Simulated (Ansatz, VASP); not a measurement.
Ir: VASP beside Ansatz

```
Ir
1.0
     2.75138    0.00000    0.00000
    -1.37569    2.38276    0.00000
     0.00000    0.00000    4.46229
Ir
2
Cartesian
  0.0000 1.5885 1.1156
  1.3757 0.7943 3.3467
```

Alike in both runs: functional r2SCAN; k mesh 8 × 8 × 5; occupations fermi-dirac, width 0.05 eV; non-collinear spin, spin-orbit coupling.

|  | VASP | Ansatz |
| --- | --- | --- |
| version | VASP 6.6.1 | Ansatz 0.2.0 |
| potentials or method | VASP PAW PBE potentials, release 64 (Ir) | Ansatz PAW |
| plane-wave cutoff (eV) | 520 | 500 |
| valence electrons in the cell | 18 | 34 |
| task | single point | band structure |

```tsv
	VASP	Ansatz	Ansatz less VASP
pressure (GPa)	-4.5	-7.3	-2.81
traceless stress, the component that is largest in VASP (GPa)	0.05	-0.16	-0.214
net moment per atom (μB)	0.00	0.00	0.000
```

VASP's potentials were made for PBE, not for r2SCAN. VASP's potentials hold 18 valence electrons a cell and Ansatz's 34, so a difference there can come from the potentials and not from the codes.
